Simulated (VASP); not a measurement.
A run of VASP 6.6.1 is set up as follows.

File INCAR:

```
ALGO = Normal ; EDIFF = 1E-6
ENCUT = 600 ; GGA = PE
GGA_COMPAT = F ; ISIF = 2
ISMEAR = -1 ; ISPIN = 2
LASPH = T ; LCHARG = F
LMAXMIX = 4 ; LORBIT = 11
LREAL = F ; LWAVE = F
MAGMOM = 2 0 ; NBANDS = 21
NELM = 200 ; PREC = Accurate
SIGMA = 0.1
```

The input KPOINTS:

```
k-points
0
Gamma
  6 12 12
```

POSCAR

```
Ni
1.0
    0.0000000000      3.5439000000      3.5439000000
    1.7719500000      0.0000000000      1.7719500000
    1.7719500000      1.7719500000      0.0000000000
Ni
2
Direct
    0.0000000000      0.0000000000      0.0000000000
    0.5000000000      0.0000000000      0.0000000000
```

Potentials or basis: VASP PAW PBE potentials, release 64 (Ni).

Run with:

```sh
$ cat potpaw_PBE.64/Ni/POTCAR > POTCAR
$ mpirun -np 1 vasp_std > vasp.out
```

(1) Estimate the net moment.

(2) What does it give for the pressure?

Results:

(1) 1.28 μB per cell.

(2) -3.6 GPa.
